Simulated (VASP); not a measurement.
Write the native input for VASP 6.6.1 that does the following.

| Property | Result |
| --- | --- |
| Task | single point |
| Functional | revPBE |
| Potentials or basis | VASP PAW PBE potentials, release 64 (Sn_d) |
| Cutoff | 520 eV |
| k mesh | 8 × 8 × 11 |
| Occupations | fermi-dirac, width 0.1 eV |
| Spin | no spin polarisation |
| Dipole correction | no |
| Further INCAR settings | ALGO = Normal; EDIFF = 1e-06; NBANDS = 28 |

The structure of Sn lies in POSCAR:

```
Sn
1.0
    5.2990728779      0.0000000000      0.0000000000
   -2.6495364390      4.5891317288      0.0000000000
    0.0000000000      0.0000000000      3.2331999920
Sn
3
Direct
    0.0000000000      0.0000000000      0.0000000000
    0.3333333333      0.6666666667      0.5000000000
    0.6666666667      0.3333333333      0.5000000000
```

This cell differs from its parent crystal: volume scaled by 0.92.

The input as run:

INCAR

```
PREC = Accurate ; ENCUT = 520
EDIFF = 1E-6 ; ISMEAR = -1
SIGMA = 0.1 ; LREAL = F
LASPH = T ; NELM = 80
ALGO = Normal ; ISIF = 2
LWAVE = F ; LCHARG = F
GGA = RE ; NBANDS = 28
```

KPOINTS

```
Automatic mesh
0
Gamma
  8 8 11
```

Potentials or basis: VASP PAW PBE potentials, release 64 (Sn_d).

Run with:

```console
$ cat potpaw_PBE.64/Sn_d/POTCAR > POTCAR
$ mpirun -np 1 vasp_std > vasp.out
```

It gave:

- Pressure: 4.8 GPa
- Band gap on the k mesh: zero (band 21 reaches 10.29 eV, above the bottom of band 22 at 6.06 eV)

Caveat: the PAW data sets were made with another functional, which shifts forces and pressure a little; spin-orbit coupling is left out, which moves the levels of the heavy elements.

Wall time 44 s on 1 thread of Intel(R) Xeon(R) 6975P-C (Granite Rapids), with other jobs on the host, peak memory 0.24 GiB.
